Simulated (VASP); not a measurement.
# KCl in VASP: notebook, part 2 of 2

VASP 6.6.1.

## (4) Electric field gradients, LDA (volume scaled by 1.06)

File INCAR:

```
SYSTEM = KCl
PREC = Accurate
ENCUT = 520
EDIFF = 1E-8
ISMEAR = -1
SIGMA = 0.03
LREAL = .FALSE.
LASPH = .TRUE.
NELM = 100
ALGO = Normal
ISIF = 2
LWAVE = .FALSE.
LCHARG = .FALSE.
LEFG = .TRUE.
NBANDS = 15
```

File KPOINTS:

```
regular mesh
0
G
  7 7 7
  0 0 0
```

File POSCAR:

```
KCl
1.0
    0.0000000000      3.2180000288      3.2180000288
    3.2180000288      0.0000000000      3.2180000288
    3.2180000288      3.2180000288      0.0000000000
K Cl
1 1
Direct
    0.0000000000      0.0000000000      0.0000000000
    0.5000000000      0.5000000000      0.5000000000
```

Potentials or basis: VASP PAW LDA potentials, release 64 (K_sv, Cl).

Command:

```sh
cat potpaw_LDA.64/K_sv/POTCAR potpaw_LDA.64/Cl/POTCAR > POTCAR
mpirun -np 1 vasp_std > vasp.out
```

OUTCAR:

```text
SYSTEM = KCl
   PREC = Accurate
   ENCUT = 520
   EDIFF = 1E-8
   ISMEAR = -1
   LREAL = .FALSE.
   LASPH = .TRUE.
   NELM = 100
   ISIF = 2

 ion  position               nearest neighbor table
   1  0.000  0.000  0.000-   2 3.22   2 3.22   2 3.22   2 3.22   2 3.22   2 3.22
   2  0.500  0.500  0.500-   1 3.22   1 3.22   1 3.22   1 3.22   1 3.22   1 3.22

  LATTYP: Found a face centered cubic cell.
 ALAT       =     6.4360000576

  Lattice vectors:

 A1 = (   0.0000000000,   3.2180000288,   3.2180000288)
 A2 = (   3.2180000288,   0.0000000000,   3.2180000288)
 A3 = (   3.2180000288,   3.2180000288,   0.0000000000)

Analysis of symmetry for initial positions (statically):
=====================================================================
 Subroutine PRICEL returns:
 Original cell was already a primitive cell.

 Routine SETGRP: Setting up the symmetry group for a
 face centered cubic supercell.

 Subroutine GETGRP returns: Found 48 space group operations
[... 9 lines left out ...]

 Routine SETGRP: Setting up the symmetry group for a
 face centered cubic supercell.

 Subroutine GETGRP returns: Found 48 space group operations
[... 11 lines left out ...]
                                     Primitive cell

  volume of cell :      66.6482

  direct lattice vectors                    reciprocal lattice vectors
     0.000000000  3.218000029  3.218000029    -0.155376009  0.155376009  0.155376009
     3.218000029  0.000000000  3.218000029     0.155376009 -0.155376009  0.155376009
     3.218000029  3.218000029  0.000000000     0.155376009  0.155376009 -0.155376009

  length of vectors
     4.550939284  4.550939284  4.550939284     0.269119141  0.269119141  0.269119141

  position of ions in fractional coordinates (direct lattice)
[... 477 lines left out ...]
      5     -12.9495      2.00000
      6      -2.8992      2.00000
      7      -2.8386      2.00000
      8      -2.6858      2.00000
      9       4.9516      0.00000
     10       5.5924      0.00000
     11       6.5078      0.00000
     12       7.0064      0.00000
     13       8.5791      0.00000
     14       8.6394      0.00000
     15       9.3317      0.00000

------------------------ aborting loop because EDIFF is reached ----------------------------------------

  FORCE on cell =-STRESS in cart. coord.  units (eV):
  Direction    XX          YY          ZZ          XY          YZ          ZX
  --------------------------------------------------------------------------------------
  -------------------------------------------------------------------------------------
  Total       -1.1219468     -1.1219468     -1.1219468      0.0000000      0.0000000     -0.0000000
  in kB      -26.9708565    -26.9708565    -26.9708565      0.0000000      0.0000000     -0.0000000
  external PRESSURE =     -26.9708565 kB  Pullay stress =       0.0000000 kB

 VOLUME and BASIS-vectors are now :
 -----------------------------------------------------------------------------
  energy-cutoff  :      520.00
  volume of cell :       66.65
      direct lattice vectors                 reciprocal lattice vectors
     0.000000000  3.218000029  3.218000029    -0.155376009  0.155376009  0.155376009
     3.218000029  0.000000000  3.218000029     0.155376009 -0.155376009  0.155376009
     3.218000029  3.218000029  0.000000000     0.155376009  0.155376009 -0.155376009

 POSITION                                       TOTAL-FORCE (eV/Angst)
 -----------------------------------------------------------------------------------
      0.00000      0.00000      0.00000         0.000000     -0.000000     -0.000000
      3.21800      3.21800      3.21800        -0.000000      0.000000      0.000000
 -----------------------------------------------------------------------------------
    total drift:                                0.000000      0.000000      0.000000

  FREE ENERGIE OF THE ION-ELECTRON SYSTEM (eV)
  ---------------------------------------------------
  free  energy   TOTEN  =        -7.3074774247 eV

  energy  without entropy=       -7.3074774247  energy(sigma->0) =       -7.30747742

 Electric field gradients (V/A^2)
---------------------------------------------------------------------
 ion       V_xx      V_yy      V_zz      V_xy      V_xz      V_yz
---------------------------------------------------------------------
   1       0.000    -0.000    -0.000    -0.000    -0.000    -0.000
   2       0.000     0.000     0.000     0.000     0.000     0.000
---------------------------------------------------------------------

 Electric field gradients after diagonalization (V/A^2)
 (convention: |V_zz| > |V_xx| > |V_yy|)
----------------------------------------------------------------------
 ion       V_xx      V_yy      V_zz     asymmetry (V_yy - V_xx)/ V_zz
----------------------------------------------------------------------
   1       0.000     0.000    -0.001       0.000
   2      -0.000    -0.000     0.001       0.000
----------------------------------------------------------------------

           NMR quadrupolar parameters

 Cq : quadrupolar parameter    Cq=e*Q*V_zz/h
 eta: asymmetry parameters     (V_yy - V_xx)/ V_zz
 Q  : nuclear electric quadrupole moment in mb (millibarn)
----------------------------------------------------------------------
 ion       Cq(MHz)       eta       Q (mb)
----------------------------------------------------------------------
   1      -0.000       0.000       1.000
   2       0.000       0.000       1.000
----------------------------------------------------------------------
```

stdout:

```text
POSCAR found type information on POSCAR K Cl
 POSCAR found :  2 types and       2 ions
 scaLAPACK will be used
 LDA part: xc-table for (Slater(with rela. corr.)+CA(PZ))
 , standard interpolation
 POSCAR, INCAR and KPOINTS ok, starting setup
 FFT: planning ... GRIDC
 FFT: planning ... GRID_SOFT
 FFT: planning ... GRID
 WAVECAR not read
 entering main loop
ion   1

ion   2
```

Wall time 14 s (1 thread of Intel Xeon Platinum 8375C at 2.90GHz (Ice Lake), shared host); peak memory 0.17 GiB.

What came out:

```yaml
Free_energy: -7.3075 eV
Pressure: -2.7 GPa
Band_gap_on_the_k_mesh: 4.54 eV, direct
```

Levels at points of the mesh, in eV from the valence-band top:
| k point | band 6 | band 7 | band 8 | band 9 | band 10 | band 11 |
| --- | --- | --- | --- | --- | --- | --- |
| (0.00, 0.00, 0.00) | 0.00 | 0.00 | 0.00 | 4.54 | 8.05 | 8.05 |

Caveat: without QUAD_EFG the Cq values of the log hold for a quadrupole moment of 1 mb, not for the nuclei.

## (5) Electric field gradients, LDA (equal xy, yz and zx shear strains of -2 %)

File INCAR:

```
PREC = Accurate
ENCUT = 520
EDIFF = 1E-8
ISMEAR = -1
SIGMA = 0.03
LREAL = F
LASPH = T
NELM = 80
ALGO = Normal
ISIF = 2
LWAVE = F
LCHARG = F
GGA = CA
LEFG = T
NBANDS = 15
```

File KPOINTS:

```
Automatic mesh
0
Gamma
  7 7 7
```

File POSCAR:

```
KCl
1.0
   -0.0631220000      3.1245390000      3.1245390000
    3.1245390000     -0.0631220000      3.1245390000
    3.1245390000      3.1245390000     -0.0631220000
K Cl
1 1
Direct
    0.0000000000      0.0000000000      0.0000000000
    0.5000000000      0.5000000000      0.5000000000
```

Potentials or basis: VASP PAW LDA potentials, release 64 (K_sv, Cl).

Command:

```sh
cat potpaw_LDA.64/K_sv/POTCAR potpaw_LDA.64/Cl/POTCAR > POTCAR
mpirun -np 1 vasp_std > vasp.out
```

OUTCAR:

```text
PREC = Accurate
   ENCUT = 520
   EDIFF = 1E-8
   ISMEAR = -1
   LREAL = F
   LASPH = T
   NELM = 80
   ISIF = 2
   GGA = CA

 ion  position               nearest neighbor table
   1  0.000  0.000  0.000-   2 3.16   2 3.16   2 3.16   2 3.16   2 3.16   2 3.16
   2  0.500  0.500  0.500-   1 3.16   1 3.16   1 3.16   1 3.16   1 3.16   1 3.16

  LATTYP: Found a trigonal (rhomboedric) cell.
 ALAT       =     4.4192162554
 COS(alpha) =     0.4797000918

  Lattice vectors:

 A1 = (  -0.0631220000,   3.1245390000,   3.1245390000)
[... 646 lines left out ...]
  free  energy   TOTEN  =        -7.3614282465 eV

  energy  without entropy=       -7.3614282465  energy(sigma->0) =       -7.36142825

 Electric field gradients (V/A^2)
---------------------------------------------------------------------
 ion       V_xx      V_yy      V_zz      V_xy      V_xz      V_yz
---------------------------------------------------------------------
   1      -0.000    -0.000    -0.000     1.068     1.068     1.068
   2      -0.000    -0.000     0.000    -1.371    -1.371    -1.371
---------------------------------------------------------------------

 Electric field gradients after diagonalization (V/A^2)
 (convention: |V_zz| > |V_xx| > |V_yy|)
----------------------------------------------------------------------
 ion       V_xx      V_yy      V_zz     asymmetry (V_yy - V_xx)/ V_zz
----------------------------------------------------------------------
   1      -1.068    -1.068     2.137       0.000
   2       1.371     1.371    -2.742       0.000
----------------------------------------------------------------------

           NMR quadrupolar parameters

 Cq : quadrupolar parameter    Cq=e*Q*V_zz/h
 eta: asymmetry parameters     (V_yy - V_xx)/ V_zz
 Q  : nuclear electric quadrupole moment in mb (millibarn)
----------------------------------------------------------------------
 ion       Cq(MHz)       eta       Q (mb)
----------------------------------------------------------------------
   1       0.005       0.000       1.000
   2      -0.007       0.000       1.000
----------------------------------------------------------------------
```

OSZICAR:

```text
N       E                     dE             d eps       ncg     rms          rms(c)
DAV:   1     0.108761095369E+03    0.10876E+03   -0.70996E+03  1320   0.963E+02
DAV:   2    -0.579842187405E+00   -0.10934E+03   -0.99478E+02  1716   0.254E+02
DAV:   3    -0.742388945158E+01   -0.68440E+01   -0.68024E+01  1825   0.540E+01
DAV:   4    -0.765886900220E+01   -0.23498E+00   -0.23491E+00  1998   0.982E+00
DAV:   5    -0.766128692281E+01   -0.24179E-02   -0.24179E-02  1861   0.104E+00    0.338E+00
DAV:   6    -0.738998642083E+01    0.27130E+00   -0.37061E-01  1677   0.321E+00    0.271E+00
DAV:   7    -0.736201938999E+01    0.27967E-01   -0.60425E-02  1803   0.153E+00    0.159E+00
DAV:   8    -0.736131920054E+01    0.70019E-03   -0.10808E-02  1947   0.780E-01    0.233E-01
DAV:   9    -0.736130363849E+01    0.15562E-04   -0.56131E-04  1707   0.139E-01    0.817E-02
DAV:  10    -0.736142659919E+01   -0.12296E-03   -0.81352E-05  1538   0.665E-02    0.134E-02
DAV:  11    -0.736142777356E+01   -0.11744E-05   -0.37746E-06  2045   0.139E-02    0.618E-03
DAV:  12    -0.736142826346E+01   -0.48990E-06   -0.14714E-06  1573   0.842E-03    0.304E-03
DAV:  13    -0.736142824446E+01    0.19001E-07   -0.22548E-07  1789   0.344E-03    0.793E-04
DAV:  14    -0.736142824652E+01   -0.20568E-08   -0.16723E-08  1621   0.806E-04
   1 F= -.73614282E+01 E0= -.73614282E+01  d E =-.133704E-11
```

It used 73 s of CPU time on 1 thread of AMD EPYC 7R13 Processor (Zen 3) (shared host).

Results:

| Item | Value |
| --- | --- |
| Free energy | -7.3614 eV |
| Pressure | -2.0 GPa |
| Band gap on the k mesh | 4.68 eV, direct |

Stress tensor (GPa, compression positive):
```
-2.05  0.14  0.14
 0.14 -2.05  0.14
 0.14  0.14 -2.05
```

Electric field gradients, principal values (V/Å²):
| atom | least | middle | greatest (by size) |
| --- | --- | --- | --- |
| 1 K | -1.068 | -1.068 | 2.137 |
| 2 Cl | 1.371 | 1.371 | -2.742 |

Caveat: the cell differs from its parent crystal (equal xy, yz and zx shear strains of -2 %); without QUAD_EFG the Cq values of the log hold for a quadrupole moment of 1 mb, not for the nuclei.

## (6) Overview

```csv
cell,gap on the mesh (eV),pressure (GPa)
"a = 4.441, b = 4.441, c = 4.419 Å, angles 60.2, 60.2, 59.7°, 2 atoms",4.78,-1.8
"a = 4.486, b = 4.486, c = 4.508 Å, angles 59.8, 59.8, 60.3°, 2 atoms",4.65,-2.3
"a = 4.551 Å, angles 60.0°, 2 atoms",4.54,-2.7
"a = 4.419 Å, angles 61.3°, 2 atoms",4.68,-2.0
```

Alike in all rows: task electric field gradients; level LDA; potentials or basis VASP PAW LDA potentials, release 64 (K_sv, Cl); no spin polarisation; k mesh 7 × 7 × 7; cutoff (eV) 520; smearing fermi-dirac 0.03 eV.

Absolute energies hang on the potentials; compare differences alone.
